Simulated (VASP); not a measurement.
Wanted: the native input for a VASP 6.6.1 run.

| Quantity | Value |
| --- | --- |
| Task | single point |
| Functional | PBEsol |
| Potentials or basis | VASP PAW PBE potentials, release 64 (Sr_sv, Ti_sv, O) |
| Cutoff | 520 eV |
| k mesh | 8 × 8 × 8 |
| Occupations | gaussian, width 0.05 eV |
| Spin | no spin polarisation |
| Dipole correction | no |
| Further INCAR settings | ALGO = Normal; EDIFF = 1e-07; NBANDS = 28 |

The structure of SrTiO3 lies in POSCAR:

```
SrTiO3
1.0
    3.8913815400      0.0000000000      0.0000000000
    0.0000000000      3.8913815400      0.0000000000
    0.0000000000      0.0000000000      3.8913815400
Sr Ti O
1 1 3
Direct
    0.0553658535      0.0000000000      0.0000000000
    0.4276186895      0.5000000000      0.5000000000
   -0.0228058866      0.5000000000      0.5000000000
    0.4680727385      0.0000000000      0.5000000000
    0.4680727385      0.5000000000      0.0000000000
```

This cell differs from its parent crystal: mode 1 frozen in at -0.031 Å and mode 7 at -0.299 Å (largest displacements).

One way to write it, as run:

INCAR

```
SYSTEM = SrTiO3
ALGO     = Normal         ! electronic algorithm
EDIFF    = 1E-7           ! SCF threshold, eV
ENCUT    = 520            ! plane-wave cutoff, eV
GGA      = PS             ! functional
ISIF     = 2              ! what is computed and relaxed
ISMEAR   = 0              ! smearing method
LASPH    = .TRUE.         ! aspherical terms in the spheres
LCHARG   = .TRUE.         ! write CHGCAR
LELF     = .TRUE.         ! ELF
LREAL    = .FALSE.        ! projectors in reciprocal space
LVHAR    = .TRUE.       
LWAVE    = .FALSE.        ! write WAVECAR
NBANDS   = 28             ! bands
NELM     = 60             ! most SCF steps
PREC     = Accurate       ! precision mode
SIGMA    = 0.05           ! smearing width, eV
```

KPOINTS

```
k-points
0
G
  8 8 8
  0 0 0
```

Potentials or basis: VASP PAW PBE potentials, release 64 (Sr_sv, Ti_sv, O).

The run is started by

```console
$ cat potpaw_PBE.64/Sr_sv/POTCAR potpaw_PBE.64/Ti_sv/POTCAR potpaw_PBE.64/O/POTCAR > POTCAR
$ mpirun -np 1 vasp_std > vasp.out
```

It gave:

* Pressure: 7.3 GPa
* Largest force: 2.629 eV/Å
* Band gap on the k mesh: 1.92 eV, indirect (least direct gap 2.39 eV)

Caveat: the cell differs from its parent crystal (mode 1 frozen in at -0.031 Å and mode 7 at -0.299 Å (largest displacements)); the PAW data sets were made with another functional, which shifts forces and pressure a little.

Wall time 69 s on 1 thread of Intel(R) Xeon(R) 6975P-C (Granite Rapids), with other jobs on the host, peak memory 0.26 GiB.
